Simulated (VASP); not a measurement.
Input of a VASP 6.6.1 run:

Contents of INCAR:

```
PREC = Accurate
ENCUT = 520
EDIFF = 1E-7
ISMEAR = -1
SIGMA = 0.05
LREAL = F
LASPH = T
NELM = 60
ALGO = Normal
ISIF = 2
LWAVE = F
LCHARG = F
GGA = B5
ALDAX = 1.0
AGGAX = 1.0
AGGAC = 1.0
ALDAC = 0.0
NBANDS = 16
```

The input KPOINTS:

```
regular mesh
0
Gamma
  8 8 4
```

The input POSCAR:

```
Si
1.0
    3.8957975532      0.0000000000      0.0000000000
   -1.9478987766      3.3738596491      0.0000000000
    0.0000000000      0.0000000000      6.4400362358
Si
4
Direct
    0.6666666667      0.3333333333      0.9371119700
    0.3333333333      0.6666666667      0.4371119700
    0.6666666667      0.3333333333      0.5628880300
    0.3333333333      0.6666666667      0.0628880300
```

Potentials or basis: VASP PAW PBE potentials, release 64 (Si).

Launch:

```bash
$ cat potpaw_PBE.64/Si/POTCAR > POTCAR
$ mpirun -np 1 vasp_std > vasp.out
```

Task: Predict the band gap on the k mesh.

Result: 0.75 eV, indirect (least direct gap 1.03 eV).

Task: Predict the pressure.

Result: 0.1 GPa.

Caveat: the PAW data sets were made with another functional, which shifts forces and pressure a little. A k mesh can miss the band edges.
